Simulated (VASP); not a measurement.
A run of VASP 6.6.1 is set up as follows.

POSCAR

```
Ag
1.0
    0.0000000000      2.0696313722      2.0696313722
    2.0696313722      0.0000000000      2.0696313722
    2.0696313722      2.0696313722      0.0000000000
Ag
1
Direct
    0.0000000000      0.0000000000      0.0000000000
```

The input INCAR.step1:

```
ALGO = Normal ; EDIFF = 1E-5
ENCUT = 510 ; GGA = PE
GGA_COMPAT = F ; ISIF = 2
ISMEAR = -1 ; LASPH = T
LCHARG = F ; LREAL = F
LWAVE = T ; NBANDS = 16
NELM = 120 ; PREC = Accurate
SIGMA = 0.05
```

The input INCAR.step2:

```
AEXX = 0.25 ; ALGO = Normal
EDIFF = 1E-6 ; ENCUT = 510
GGA_COMPAT = F ; ISIF = 2
ISMEAR = -1 ; ISTART = 1
LASPH = T ; LCHARG = F
LHFCALC = T ; LMIXTAU = T
LREAL = F ; LWAVE = F
METAGGA = R2SCAN ; NBANDS = 16
NELM = 120 ; PREC = Accurate
PRECFOCK = Normal ; SIGMA = 0.05
```

File KPOINTS:

```
k-points
0
Gamma
  6 6 6
```

Potentials or basis: VASP PAW PBE potentials, release 64 (Ag_sv_GW).

Launch:

```bash
$ cat potpaw_PBE.64/Ag_sv_GW/POTCAR > POTCAR
$ cp INCAR.step1 INCAR
$ mpirun -np 1 vasp_std > vasp.out
$ cp INCAR.step2 INCAR
$ mpirun -np 1 vasp_std > vasp.out
```

(1) What does it give for the pressure?

(2) What does it give for the band gap on the k mesh?

## Answers

(1) -3.6 GPa.

(2) zero (an odd number of electrons rules out a gap without spin polarisation).

Caveat: the k points lie up to 0.44 Å⁻¹ apart, too coarse for converged energies and pressures of a metal; the PAW data sets were made with another functional, which shifts forces and pressure a little.
